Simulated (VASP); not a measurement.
# LaBeAsO (P4/nmm) in VASP: notebook, part 2 of 2

VASP 6.6.1.

**3. Single point, r2SCAN**

Contents of POSCAR:

```
LaBeAsO
1.0
    3.9643098634      0.0000000000      0.0000000000
    0.0000000000      3.9643098634      0.0000000000
    0.0000000000      0.0000000000      8.8989450402
La Be As O
2 2 2 2
Direct
    0.2500000000      0.2500000000      0.1428425516
    0.7500000000      0.7500000000      0.8571574484
    0.7500000000      0.2500000000      0.5000000000
    0.2500000000      0.7500000000      0.5000000000
    0.2500000000      0.2500000000      0.6448316220
    0.7500000000      0.7500000000      0.3551683780
    0.7500000000      0.2500000000      0.0000000000
    0.2500000000      0.7500000000      0.0000000000
```

Contents of INCAR.step1:

```
  PREC = Accurate
  ENCUT = 520
  ISMEAR = 0
  SIGMA = 0.1
  LREAL = False
  LASPH = True
  NELM = 100
  NBANDS = 34
  GGA = PE
  ALGO = Normal
  EDIFF = 1E-4
  LWAVE = True
  LCHARG = False
```

Contents of INCAR.step2:

```
  PREC = Accurate
  ENCUT = 520
  EDIFF = 1E-6
  ISMEAR = 0
  SIGMA = 0.1
  LREAL = False
  LASPH = True
  NELM = 100
  ALGO = Normal
  ISIF = 2
  LWAVE = False
  LCHARG = False
  METAGGA = R2SCAN
  LMIXTAU = True
  NBANDS = 34
  ISTART = 1
```

Contents of KPOINTS:

```
regular mesh
0
Gamma
  5 5 2
```

Potentials or basis: VASP PAW PBE potentials, release 64 (La, Be, As, O).

Started as:

```
cat potpaw_PBE.64/La/POTCAR potpaw_PBE.64/Be/POTCAR potpaw_PBE.64/As/POTCAR potpaw_PBE.64/O/POTCAR > POTCAR
cp INCAR.step1 INCAR
mpirun -np 1 vasp_std > vasp.out
cp INCAR.step2 INCAR
mpirun -np 1 vasp_std > vasp.out
```

OUTCAR:

```text
PREC = Accurate
   ENCUT = 520
   EDIFF = 1E-6
   ISMEAR = 0
   LREAL = False
   LASPH = True
   NELM = 100
   ISIF = 2
   METAGGA = R2SCAN
   ISTART = 1

 ion  position               nearest neighbor table
   1  0.250  0.250  0.143-   7 2.35   8 2.35   8 2.35   7 2.35
   2  0.750  0.750  0.857-   7 2.35   8 2.35   7 2.35   8 2.35
   3  0.750  0.250  0.500-   5 2.36   6 2.36   6 2.36   5 2.36
   4  0.250  0.750  0.500-   5 2.36   6 2.36   5 2.36   6 2.36
   5  0.250  0.250  0.645-   3 2.36   4 2.36   4 2.36   3 2.36
   6  0.750  0.750  0.355-   3 2.36   4 2.36   3 2.36   4 2.36
   7  0.750  0.250  0.000-   1 2.35   2 2.35   2 2.35   1 2.35
   8  0.250  0.750  0.000-   1 2.35   2 2.35   1 2.35   2 2.35

  LATTYP: Found a simple tetragonal cell.
 ALAT       =     3.9643098634
 C/A-ratio  =     2.2447652547

  Lattice vectors:

 A1 = (   3.9643098634,   0.0000000000,   0.0000000000)
 A2 = (   0.0000000000,   3.9643098634,   0.0000000000)
 A3 = (   0.0000000000,   0.0000000000,   8.8989450402)

[... 179 lines left out ...]
 cond. band min:       7.7388132695   @ k =   0.0000   0.0000   0.5000
 fundamental gap:      1.3429619280
 Fermi energy:         6.8707663782

 k-point     1 :       0.0000    0.0000    0.0000
  band No.  band energies     occupation
      1     -26.4912      2.00000
      2     -26.2535      2.00000
      3     -13.8090      2.00000
      4     -12.4104      2.00000
      5      -9.8422      2.00000
      6      -9.8422      2.00000
[... 433 lines left out ...]
     33      10.1885      0.00000
     34      10.2408      0.00000

------------------------ aborting loop because EDIFF is reached ----------------------------------------

  FORCE on cell =-STRESS in cart. coord.  units (eV):
  Direction    XX          YY          ZZ          XY          YZ          ZX
  --------------------------------------------------------------------------------------
  -------------------------------------------------------------------------------------
  Total       -0.1263091     -0.1263091     -0.1137500      0.0000000      0.0000000      0.0000000
  in kB       -1.4470095     -1.4470095     -1.3031313      0.0000000      0.0000000      0.0000000
  external PRESSURE =      -1.3990501 kB  Pullay stress =       0.0000000 kB

 VOLUME and BASIS-vectors are now :
 -----------------------------------------------------------------------------
  energy-cutoff  :      520.00
  volume of cell :      139.85
      direct lattice vectors                 reciprocal lattice vectors
     3.964309863  0.000000000  0.000000000     0.252250716  0.000000000  0.000000000
     0.000000000  3.964309863  0.000000000     0.000000000  0.252250716  0.000000000
     0.000000000  0.000000000  8.898945040     0.000000000  0.000000000  0.112372871

 POSITION                                       TOTAL-FORCE (eV/Angst)
 -----------------------------------------------------------------------------------
      0.99108      0.99108      1.27115        -0.000000     -0.000000     -0.046352
      2.97323      2.97323      7.62780        -0.000000      0.000000      0.046352
      2.97323      0.99108      4.44947         0.000000      0.000000      0.000000
      0.99108      2.97323      4.44947        -0.000000      0.000000      0.000000
      0.99108      0.99108      5.73832        -0.000000     -0.000000      0.025938
      2.97323      2.97323      3.16062         0.000000      0.000000     -0.025938
      2.97323      0.99108      0.00000        -0.000000      0.000000      0.000000
      0.99108      2.97323      0.00000         0.000000      0.000000      0.000000
 -----------------------------------------------------------------------------------
    total drift:                                0.000000      0.000000     -0.000000

  FREE ENERGIE OF THE ION-ELECTRON SYSTEM (eV)
  ---------------------------------------------------
  free  energy   TOTEN  =      -126.0989168586 eV

  energy  without entropy=     -126.0989168586  energy(sigma->0) =     -126.09891686
```

OSZICAR.step1:

```text
N       E                     dE             d eps       ncg     rms          rms(c)
DAV:   1     0.537955500112E+03    0.53796E+03   -0.18179E+04   832   0.187E+03
DAV:   2     0.102048653474E+03   -0.43591E+03   -0.40513E+03   976   0.329E+02
DAV:   3    -0.397229994052E+02   -0.14177E+03   -0.13660E+03  1272   0.189E+02
DAV:   4    -0.556179298692E+02   -0.15895E+02   -0.15688E+02  1432   0.749E+01
DAV:   5    -0.567665854099E+02   -0.11487E+01   -0.11453E+01  1468   0.201E+01    0.140E+01
DAV:   6    -0.514075494735E+02    0.53590E+01   -0.37590E+01  1400   0.297E+01    0.664E+00
DAV:   7    -0.514531990917E+02   -0.45650E-01   -0.38792E+00  1472   0.143E+01    0.367E+00
DAV:   8    -0.514191631758E+02    0.34036E-01   -0.86470E-01  1432   0.644E+00    0.117E+00
DAV:   9    -0.513974894317E+02    0.21674E-01   -0.29625E-01  1464   0.337E+00    0.299E-01
DAV:  10    -0.513990586045E+02   -0.15692E-02   -0.34256E-02  1272   0.123E+00    0.121E-01
DAV:  11    -0.514001819119E+02   -0.11233E-02   -0.82104E-03  1560   0.585E-01    0.752E-02
DAV:  12    -0.514001521241E+02    0.29788E-04   -0.61489E-04  1192   0.157E-01
   1 F= -.51400152E+02 E0= -.51400152E+02  d E =-.471873E-12
```

Run time: 6.2 min. Hardware: 1 thread of AMD EPYC 9R14 (Zen 4), shared host; peak memory 0.26 GiB.

What came out:

```
Free energy            : -126.0989 eV
Pressure               : -0.1 GPa
Largest force          : 0.046 eV/Å
Band gap on the k mesh : 1.34 eV, indirect (least direct gap 1.38 eV)
```

Forces in eV/Å, atoms in the order of the input:
```
La   0.000  0.000 -0.046
La   0.000  0.000  0.046
Be   0.000  0.000  0.000
Be   0.000  0.000  0.000
As   0.000  0.000  0.026
As   0.000  0.000 -0.026
O    0.000  0.000  0.000
O    0.000  0.000  0.000
```

Levels at points of the mesh, in eV from the valence-band top:
```
           k point  band 22  band 23  band 24  band 25  band 26  band 27
(0.00, 0.00, 0.00)    -0.39     0.00     0.00     1.38     1.41     2.35
(0.00, 0.00, 0.50)    -1.01    -0.08    -0.08     1.34     1.71     1.85
```

Caveat: the PAW data sets were made with another functional, which shifts forces and pressure a little; spin-orbit coupling is left out, which moves the levels of the heavy elements.

**4. Single point, r2SCAN**

Contents of POSCAR:

```
LaBeAsO
1.0
    3.9637943647      0.0000000000      0.0000000000
    0.0000000000      3.9637943647      0.0000000000
    0.0000000000      0.0000000000      8.9023398475
La Be As O
2 2 2 2
Direct
    0.2500000000      0.2500000000      0.1428342990
    0.7500000000      0.7500000000      0.8571657010
    0.7500000000      0.2500000000      0.5000000000
    0.2500000000      0.7500000000      0.5000000000
    0.2500000000      0.2500000000      0.6448226344
    0.7500000000      0.7500000000      0.3551773656
    0.7500000000      0.2500000000      0.0000000000
    0.2500000000      0.7500000000      0.0000000000
```

Contents of INCAR.step1:

```
SYSTEM = LaBeAsO
PREC = Accurate
ENCUT = 520
ISMEAR = -1
SIGMA = 0.1
LREAL = .False.
LASPH = .True.
NELM = 100
NBANDS = 34
GGA = PE
ALGO = Normal
EDIFF = 1E-4
LWAVE = .True.
LCHARG = .False.
```

Contents of INCAR.step2:

```
SYSTEM = LaBeAsO
PREC = Accurate
ENCUT = 520
EDIFF = 1E-6
ISMEAR = -1
SIGMA = 0.1
LREAL = .False.
LASPH = .True.
NELM = 100
ALGO = Normal
ISIF = 2
LWAVE = .False.
LCHARG = .True.
METAGGA = R2SCAN
LMIXTAU = .True.
LELF = .True.
LVHAR = .True.
NBANDS = 34
ISTART = 1
```

Contents of KPOINTS:

```
regular mesh
0
Gamma
  5 5 2
  0 0 0
```

Started as:

```
cat potpaw_PBE.64/La/POTCAR potpaw_PBE.64/Be/POTCAR potpaw_PBE.64/As/POTCAR potpaw_PBE.64/O/POTCAR > POTCAR
cp INCAR.step1 INCAR
mpirun -np 1 vasp_std > vasp.out
cp INCAR.step2 INCAR
mpirun -np 1 vasp_std > vasp.out
```

It took 4.8 min on 1 thread of AMD EPYC 9R14 (Zen 4), shared host; peak memory 0.26 GiB.

It converged, with:

* Free energy: -126.0990 eV
* Pressure: -0.1 GPa
* Largest force: 0.049 eV/Å
* Band gap on the k mesh: 1.34 eV, indirect (least direct gap 1.38 eV)

Forces in eV/Å, atoms in the order of the input:
```
La   0.000  0.000 -0.049
La   0.000  0.000  0.049
Be   0.000  0.000  0.000
Be   0.000  0.000  0.000
As   0.000  0.000  0.026
As   0.000  0.000 -0.026
O    0.000  0.000  0.000
O    0.000  0.000  0.000
```

Levels at points of the mesh, in eV from the valence-band top:
```
           k point  band 20  band 21  band 22  band 23  band 24  band 25  band 26  band 27  band 28  band 29
(0.00, 0.00, 0.00)    -2.81    -2.81    -0.39     0.00     0.00     1.38     1.41     2.35     3.60     3.67
(0.00, 0.00, 0.50)    -2.46    -2.46    -1.01    -0.08    -0.08     1.34     1.72     1.85     3.60     3.68
```

Caveat: the PAW data sets were made with another functional, which shifts forces and pressure a little; spin-orbit coupling is left out, which moves the levels of the heavy elements.

**5. Overview**

| cell | smearing | gap on the mesh (eV) | pressure (GPa) | largest force (eV/Å) |
| --- | --- | --- | --- | --- |
| a = 3.964, b = 3.964, c = 8.898 Å, 8 atoms | fermi-dirac 0.1 eV | 1.34 | -0.1 | 0.05 |
| a = 3.964, b = 3.964, c = 8.899 Å, 8 atoms | gaussian 0.1 eV | 1.34 | -0.1 | 0.05 |
| a = 3.964, b = 3.964, c = 8.902 Å, 8 atoms | fermi-dirac 0.1 eV | 1.34 | -0.1 | 0.05 |

Some of these runs hold the atoms at other places in the same cell, which the table doesn't show; runs alike in all that it shows share one row.

Alike in all rows: task single point; level r2SCAN; potentials or basis VASP PAW PBE potentials, release 64 (La, Be, As, O); no spin polarisation; k mesh 5 × 5 × 2; cutoff (eV) 520.

Caveats: the PAW data sets were made with another functional, which shifts forces and pressure a little; spin-orbit coupling is left out, which moves the levels of the heavy elements.

Total energies depend on the potentials used, so only differences within one code and one set of settings carry meaning.
